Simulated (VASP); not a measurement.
# BaZrO3 (Pm-3m) in VASP: notebook, part 2 of 2

VASP 6.6.1. Earlier steps stand in the parts before.

### Step 5. Single point, r2SCAN

This run uses another cell than the first one, of 14.87 Å³/atom.

POSCAR

```
BaZrO3
1.0
    4.2053517899      0.0000000000      0.0000000000
    0.0000000000      4.2053517899      0.0000000000
    0.0000000000      0.0000000000      4.2053517899
Ba Zr O
1 1 3
Direct
    0.0000000000      0.0000000000      0.0000000000
    0.5000000000      0.5000000000      0.5000000000
    0.0000000000      0.5000000000      0.5000000000
    0.5000000000      0.0000000000      0.5000000000
    0.5000000000      0.5000000000      0.0000000000
```

INCAR.step1

```
SYSTEM = BaZrO3
ALGO     = Normal         ! electronic algorithm
EDIFF    = 1E-4           ! SCF threshold, eV
ENCUT    = 520            ! plane-wave cutoff, eV
GGA      = PE             ! functional
ISMEAR   = 0              ! smearing method
LASPH    = .True.         ! aspherical terms in the spheres
LCHARG   = .False.        ! write CHGCAR
LREAL    = .False.        ! projectors in reciprocal space
LWAVE    = .True.         ! write WAVECAR
NBANDS   = 28             ! bands
NELM     = 80             ! most SCF steps
PREC     = Accurate       ! precision mode
SIGMA    = 0.01           ! smearing width, eV
```

INCAR.step2

```
SYSTEM = BaZrO3
ALGO     = Normal         ! electronic algorithm
EDIFF    = 1E-6           ! SCF threshold, eV
ENCUT    = 520            ! plane-wave cutoff, eV
ISIF     = 2              ! what is computed and relaxed
ISMEAR   = 0              ! smearing method
ISTART   = 1            
LASPH    = .True.         ! aspherical terms in the spheres
LCHARG   = .False.        ! write CHGCAR
LMIXTAU  = .True.       
LREAL    = .False.        ! projectors in reciprocal space
LWAVE    = .False.        ! write WAVECAR
METAGGA  = R2SCAN         ! meta-GGA
NBANDS   = 28             ! bands
NELM     = 80             ! most SCF steps
PREC     = Accurate       ! precision mode
SIGMA    = 0.01           ! smearing width, eV
```

KPOINTS

```
k-points
0
Gamma
  6 6 6
  0 0 0
```

Command:

```sh
> cat potpaw_PBE.64/Ba_sv/POTCAR potpaw_PBE.64/Zr_sv/POTCAR potpaw_PBE.64/O/POTCAR > POTCAR
> cp INCAR.step1 INCAR
> mpirun -np 1 vasp_std > vasp.out
> cp INCAR.step2 INCAR
> mpirun -np 1 vasp_std > vasp.out
```

It took 1.7 min on 1 thread of Intel Xeon 8259CL, shared host; peak memory 0.21 GiB.

Results (log left out):

```
Free energy            : -85.1057 eV
Pressure               : 1.0 GPa
Band gap on the k mesh : 3.68 eV (least direct gap 3.93 eV)
```

Levels at points of the mesh, in eV from the valence-band top:
| k point | band 17 | band 18 | band 19 | band 20 | band 21 | band 22 | band 23 | band 24 |
| --- | --- | --- | --- | --- | --- | --- | --- | --- |
| (0.00, 0.00, 0.00) | -1.00 | -0.26 | -0.26 | -0.26 | 3.68 | 3.68 | 3.68 | 5.15 |
| (0.50, 0.00, 0.00) | -1.71 | -1.66 | -0.50 | -0.50 | 4.11 | 6.16 | 6.16 | 6.93 |
| (0.50, 0.50, 0.00) | -0.94 | -0.94 | -0.85 | -0.07 | 6.13 | 6.13 | 6.93 | 7.08 |
| (0.50, 0.50, 0.50) | -2.55 | 0.00 | 0.00 | 0.00 | 6.58 | 6.58 | 6.58 | 7.46 |

Caveat: the PAW data sets were made with another functional, which shifts forces and pressure a little; spin-orbit coupling is left out, which moves the levels of the heavy elements. A k mesh can miss the band edges.

### Step 6. Single point, r2SCAN (15.32 Å³/atom)

This run uses another cell than the first one, of 15.32 Å³/atom.

POSCAR, as its differences from that of step 5:

```diff
@@ -2,5 +2,5 @@
 1.0
-    4.2053517899      0.0000000000      0.0000000000
-    0.0000000000      4.2053517899      0.0000000000
-    0.0000000000      0.0000000000      4.2053517899
+    4.2469916444      0.0000000000      0.0000000000
+    0.0000000000      4.2469916444      0.0000000000
+    0.0000000000      0.0000000000      4.2469916444
 Ba Zr O
```

INCAR.step1

```
PREC = Accurate ; ENCUT = 520
ISMEAR = 0 ; SIGMA = 0.01
LREAL = F ; LASPH = T
NELM = 80 ; NBANDS = 28
GGA = PE ; ALGO = Normal
EDIFF = 1E-4 ; LWAVE = T
LCHARG = F
```

INCAR.step2

```
PREC = Accurate ; ENCUT = 520
EDIFF = 1E-7 ; ISMEAR = 0
SIGMA = 0.01 ; LREAL = F
LASPH = T ; NELM = 80
ALGO = Normal ; ISIF = 2
LWAVE = F ; LCHARG = F
METAGGA = R2SCAN ; LMIXTAU = T
NBANDS = 28 ; ISTART = 1
```

KPOINTS

```
regular mesh
0
Gamma
  6 6 6
```

Potentials or basis: VASP PAW PBE potentials, release 64 (Ba_sv, Zr_sv, O).

Command:

```sh
> cat potpaw_PBE.64/Ba_sv/POTCAR potpaw_PBE.64/Zr_sv/POTCAR potpaw_PBE.64/O/POTCAR > POTCAR
> cp INCAR.step1 INCAR
> mpirun -np 1 vasp_std > vasp.out
> cp INCAR.step2 INCAR
> mpirun -np 1 vasp_std > vasp.out
```

Run time: 1.8 min. Hardware: 1 thread of Intel Xeon 8259CL, shared host; peak memory 0.21 GiB.

Results (log left out):

* Free energy: -85.0885 eV
* Pressure: -3.7 GPa
* Band gap on the k mesh: 3.60 eV (least direct gap 3.89 eV)

Levels at points of the mesh, in eV from the valence-band top:
```tsv
k point	band 18	band 19	band 20	band 21	band 22	band 23
(0.00, 0.00, 0.00)	-0.28	-0.28	-0.28	3.60	3.60	3.60
(0.50, 0.00, 0.00)	-1.59	-0.53	-0.53	4.01	5.95	5.95
(0.50, 0.50, 0.00)	-0.94	-0.92	-0.07	5.93	5.93	6.74
(0.50, 0.50, 0.50)	0.00	0.00	0.00	6.46	6.46	6.46
```

Caveat: the cell stands under tension; the PAW data sets were made with another functional, which shifts forces and pressure a little; spin-orbit coupling is left out, which moves the levels of the heavy elements. r2SCAN opens gaps a little over a GGA but as a rule still falls short of measured ones.

### Step 7. Single point, r2SCAN (15.77 Å³/atom)

This run uses another cell than the first one, of 15.77 Å³/atom.

POSCAR, as its differences from that of step 6:

```diff
@@ -2,5 +2,5 @@
 1.0
-    4.2469916444      0.0000000000      0.0000000000
-    0.0000000000      4.2469916444      0.0000000000
-    0.0000000000      0.0000000000      4.2469916444
+    4.2878306078      0.0000000000      0.0000000000
+    0.0000000000      4.2878306078      0.0000000000
+    0.0000000000      0.0000000000      4.2878306078
 Ba Zr O
```

INCAR.step1

```
SYSTEM = BaZrO3
ALGO = Normal ; EDIFF = 1E-4
ENCUT = 520 ; GGA = PE
ISMEAR = 0 ; LASPH = .TRUE.
LCHARG = .FALSE. ; LREAL = .FALSE.
LWAVE = .TRUE. ; NBANDS = 28
NELM = 60 ; PREC = Accurate
SIGMA = 0.01
```

INCAR.step2

```
SYSTEM = BaZrO3
ALGO = Normal ; EDIFF = 1E-7
ENCUT = 520 ; ISIF = 2
ISMEAR = 0 ; ISTART = 1
LASPH = .TRUE. ; LCHARG = .TRUE.
LELF = .TRUE. ; LMIXTAU = .TRUE.
LREAL = .FALSE. ; LVHAR = .TRUE.
LWAVE = .FALSE. ; METAGGA = R2SCAN
NBANDS = 28 ; NELM = 60
PREC = Accurate ; SIGMA = 0.01
```

KPOINTS

```
k-points
0
G
  6 6 6
  0 0 0
```

Command:

```sh
> cat potpaw_PBE.64/Ba_sv/POTCAR potpaw_PBE.64/Zr_sv/POTCAR potpaw_PBE.64/O/POTCAR > POTCAR
> cp INCAR.step1 INCAR
> mpirun -np 1 vasp_std > vasp.out
> cp INCAR.step2 INCAR
> mpirun -np 1 vasp_std > vasp.out
```

Run time: 1.9 min. Hardware: 1 thread of Intel Xeon 8259CL, shared host; peak memory 0.21 GiB.

It converged, with:

| Quantity | Value |
| --- | --- |
| Free energy | -85.0117 eV |
| Pressure | -7.6 GPa |
| Band gap on the k mesh | 3.53 eV (least direct gap 3.83 eV) |

Levels at points of the mesh, in eV from the valence-band top:
| k point | band 17 | band 18 | band 19 | band 20 | band 21 | band 22 | band 23 | band 24 |
| --- | --- | --- | --- | --- | --- | --- | --- | --- |
| (0.00, 0.00, 0.00) | -0.92 | -0.31 | -0.31 | -0.31 | 3.53 | 3.53 | 3.53 | 5.06 |
| (0.50, 0.00, 0.00) | -1.63 | -1.52 | -0.56 | -0.56 | 3.90 | 5.76 | 5.76 | 6.70 |
| (0.50, 0.50, 0.00) | -0.98 | -0.94 | -0.94 | -0.07 | 5.74 | 5.74 | 6.55 | 6.70 |
| (0.50, 0.50, 0.50) | -2.50 | 0.00 | 0.00 | 0.00 | 6.35 | 6.35 | 6.35 | 6.94 |

Caveat: the cell stands under tension; the PAW data sets were made with another functional, which shifts forces and pressure a little; spin-orbit coupling is left out, which moves the levels of the heavy elements. A k mesh can miss the band edges.

### Step 8. The runs side by side

```tsv
cell	gap on the mesh (eV)	pressure (GPa)
a = 4.120 Å, 5 atoms	3.83	12.9
a = 4.163 Å, 5 atoms	3.75	6.4
a = 4.205 Å, 5 atoms	3.68	1.0
a = 4.247 Å, 5 atoms	3.60	-3.7
a = 4.288 Å, 5 atoms	3.53	-7.6
```

Alike in all rows: task single point; level r2SCAN; potentials or basis VASP PAW PBE potentials, release 64 (Ba_sv, Zr_sv, O); no spin polarisation; k mesh 6 × 6 × 6; cutoff (eV) 520; smearing gaussian 0.01 eV.

Caveats: the PAW data sets were made with another functional, which shifts forces and pressure a little; spin-orbit coupling is left out, which moves the levels of the heavy elements; the cell stands under pressure (at least some runs); the cell stands under tension (at least some runs).

Absolute energies hang on the potentials; compare differences alone.
